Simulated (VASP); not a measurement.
Write the native input for VASP 6.6.1 that does the following.

| Quantity | Value |
| --- | --- |
| Task | single point |
| Functional | LDA |
| Potentials or basis | VASP PAW LDA potentials, release 64 (B, Ru_pv) |
| Cutoff | 520 eV |
| k mesh | 9 × 6 × 7 |
| Occupations | fermi-dirac, width 0.1 eV |
| Spin | no spin polarisation |
| Dipole correction | no |
| Further INCAR settings | ALGO = Normal; EDIFF = 1e-06; NBANDS = 29 |

The structure of B2Ru lies in POSCAR:

```
B2Ru
1.0
    2.8839740629      0.0000000000      0.0000000000
    0.0000000000      4.6757624859      0.0000000000
    0.0000000000      0.0000000000      4.0717888602
B Ru
4 2
Direct
    0.0000000000      0.8090000000      0.3610000000
    0.0000000000      0.1910000000      0.3610000000
    0.5000000000      0.3090000000      0.6390000000
    0.5000000000      0.6910000000      0.6390000000
    0.0000000000      0.0000000000      0.8492000000
    0.5000000000      0.5000000000      0.1508000000
```

One way to write it, as run:

INCAR

```
SYSTEM = B2Ru
ALGO = Normal
EDIFF = 1E-6
ENCUT = 520
ISIF = 2
ISMEAR = -1
LASPH = .TRUE.
LCHARG = .FALSE.
LREAL = .FALSE.
LWAVE = .FALSE.
NBANDS = 29
NELM = 60
PREC = Accurate
SIGMA = 0.1
```

KPOINTS

```
k-points
0
G
  9 6 7
  0 0 0
```

Potentials or basis: VASP PAW LDA potentials, release 64 (B, Ru_pv).

The run is started by

```bash
$ cat potpaw_LDA.64/B/POTCAR potpaw_LDA.64/Ru_pv/POTCAR > POTCAR
$ mpirun -np 1 vasp_std > vasp.out
```

Results of the run:

| Quantity | Value |
| --- | --- |
| Pressure | -15.3 GPa |
| Largest force | 0.521 eV/Å |
| Band gap on the k mesh | zero (bands 20 and 21 overlap by 1.33 eV) |

Caveat: the cell stands under tension.

It took 38 s on 1 thread of Intel(R) Xeon(R) 6975P-C (Granite Rapids), with other jobs on the host, peak memory 0.22 GiB.
